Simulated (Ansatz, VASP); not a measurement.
# One calculation of Si, two programs

```
Si
1.0
     0.00000    2.71754    2.71754
     2.71754    0.00000    2.71754
     2.71754    2.71754    0.00000
Si
2
Cartesian
  -0.6794 -0.6794 -0.6794
  0.6794 0.6794 0.6794
```

Alike in both runs: task relaxation of cell and atoms; functional PBEsol; k mesh 11 × 11 × 11; occupations fermi-dirac, width 0.02 eV; no spin polarisation.

|  | VASP | Ansatz |
| --- | --- | --- |
| version | VASP 6.6.1 | Ansatz 0.2.0 |
| potentials or method | VASP PAW PBE potentials, release 64 (Si) | PAW with Ansatz's default frozen-core files, scalar-relativistic |
| plane-wave cutoff (eV) | 600 | 420 |
| valence electrons in the cell | 8 | 8 |

Ansatz gave:

| Quantity | Value |
| --- | --- |
| relaxed volume (Å³/atom) | 20.06 |
| relaxed cell length with the largest relative difference (Å) | 3.842 |

Problem. Which values does VASP return?

Solution. Relaxed volume (Å³/atom): 20.07; relaxed cell length with the largest relative difference (Å): 3.843.

VASP's potentials were made for PBE, not for PBEsol.

Noted on VASP's run: the relaxation stopped at its first step, so nothing moved.
